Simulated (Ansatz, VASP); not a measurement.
One calculation of Co, two programs

```xyz
4
Lattice="2.3684 0.0000 0.0000 -1.1842 2.0511 0.0000 0.0000 0.0000 7.7453" Properties=species:S:1:pos:R:3 pbc="T T T"
Co    1.1842    2.0511    0.0000
Co    1.1842    2.0511    3.8727
Co    0.0000    1.3674    1.9363
Co    1.1842    0.6837    5.8090
```

Alike in both runs: task single point; functional r2SCAN; k mesh 16 × 16 × 5; occupations fermi-dirac, width 0.05 eV; collinear spin.

|  | VASP | Ansatz |
| --- | --- | --- |
| version | VASP 6.6.1 | Ansatz 0.2.0 |
| potentials or method | VASP PAW PBE potentials, release 64 (Co), cutoff 520 eV | plane waves (500 eV) with PAW, scalar-relativistic |
| valence electrons in the cell | 36 | 68 |

Ansatz gave:

| Quantity | Value |
| --- | --- |
| net moment per atom (μB) | 1.70 |
| size of the moment on the site where the two differ most (μB) | 1.83 |

Q: What did VASP give for the same quantities?

A: net moment per atom (μB): 1.69; size of the moment on the site where the two differ most (μB): 1.73.

VASP's potentials were made for PBE, not for r2SCAN. Site moments also hang on the region over which each program counts them. With one functional, cell and mesh, what is left measures potentials, basis and numerics. VASP's potentials hold 36 valence electrons a cell and Ansatz's 68, so a difference there can come from the potentials and not from the codes. Ansatz's warnings: stability check not made.
